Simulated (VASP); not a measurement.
Here is a VASP 6.6.1 calculation.

File INCAR:

```
SYSTEM = GaAs
PREC = Accurate
ENCUT = 510
EDIFF = 1E-6
ISMEAR = -1
SIGMA = 0.02
LREAL = .FALSE.
LASPH = .TRUE.
NELM = 120
ALGO = Normal
ISIF = 2
LWAVE = .FALSE.
LCHARG = .TRUE.
GGA = PE
LELF = .TRUE.
LVHAR = .TRUE.
NBANDS = 21
GGA_COMPAT = .FALSE.
```

Contents of KPOINTS:

```
Automatic mesh
0
G
  8 8 8
  0 0 0
```

Contents of POSCAR:

```
GaAs
1.0
    0.0000000000      2.8330831910      2.8330831910
    2.7798212270      0.0000000000      2.8330831910
    2.7798212270      2.8330831910      0.0000000000
Ga As
1 1
Direct
    0.0000000000      0.0000000000      0.0000000000
    0.2500000000      0.2500000000      0.2500000000
```

Potentials or basis: VASP PAW PBE potentials, release 64 (Ga_d, As_d).

Launch:

```console
$ cat potpaw_PBE.64/Ga_d/POTCAR potpaw_PBE.64/As_d/POTCAR > POTCAR
$ mpirun -np 1 vasp_std > vasp.out
```

(1) Estimate the band gap on the k mesh.

(2) Predict the pressure.

## Answers

(1) 0.54 eV.

(2) 4.2 GPa.

Caveat: the cell differs from its parent crystal (uniaxial x strain -1.9%); the cell stands under pressure; semilocal functionals underestimate gaps, and a narrow one can read as zero.
